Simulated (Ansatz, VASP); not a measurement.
## PbS in VASP and in Ansatz

```
Pb S
1.0
     4.08970    0.00000    0.00000
    -2.04485    3.54178    0.00000
     0.00000    0.00000    3.78817
Pb S
1 1
Direct
  0.00000 0.00000 0.00000
  0.66667 0.33333 0.50000
```

Alike in both runs: task single point; functional r2SCAN; k mesh 5 × 5 × 5; occupations fermi-dirac, width 0.01 eV; no spin polarisation.

|  | VASP | Ansatz |
| --- | --- | --- |
| version | VASP 6.6.1 | Ansatz 0.2.0 |
| potentials or method | VASP PAW PBE potentials, release 64 (Pb_d, S) | plane waves, PAW |
| plane-wave cutoff (eV) | 550 | 500 |
| valence electrons in the cell | 20 | 20 |

```tsv
	VASP	Ansatz	Ansatz less VASP
gap on the k mesh at the Fermi level (eV)	1.11	1.10	-0.005
```

VASP's potentials were made for PBE, not for r2SCAN.

Spin-orbit coupling is off throughout.
